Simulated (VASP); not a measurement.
Input of a VASP 6.6.1 run:

Contents of INCAR:

```
PREC     = Accurate       # precision mode
ENCUT    = 500            # plane-wave cutoff, eV
EDIFF    = 1E-6           # SCF threshold, eV
ISMEAR   = -1             # smearing method
SIGMA    = 0.02           # smearing width, eV
LREAL    = False          # projectors in reciprocal space
LASPH    = True           # aspherical terms in the spheres
NELM     = 120            # most SCF steps
ALGO     = Normal         # electronic algorithm
ISIF     = 2              # what is computed and relaxed
LWAVE    = False          # write WAVECAR
LCHARG   = False          # write CHGCAR
GGA      = PS             # functional
IVDW     = 12             # dispersion correction
NBANDS   = 10             # bands
GGA_COMPAT= False
```

Contents of KPOINTS:

```
regular mesh
0
Gamma
  7 7 7
```

Contents of POSCAR:

```
K
1.0
   -2.5429126172      2.5429126172      2.5429126172
    2.5429126172     -2.5429126172      2.5429126172
    2.5429126172      2.5429126172     -2.5429126172
K
1
Direct
    0.0000000000      0.0000000000      0.0000000000
```

Potentials or basis: VASP PAW PBE potentials, release 64 (K_sv).

Run with:

```bash
$ cat potpaw_PBE.64/K_sv/POTCAR > POTCAR
$ mpirun -np 1 vasp_std > vasp.out
```

**Question.** Predict the dispersion energy per atom.

**Answer.** -0.138 eV.

**Question.** What does it give for the pressure?

**Answer.** 0.0 GPa.

Caveat: three body term missing; the PAW data sets were made with another functional, which shifts forces and pressure a little; pairwise dispersion overbinds metals, which lowers pressure and volume.
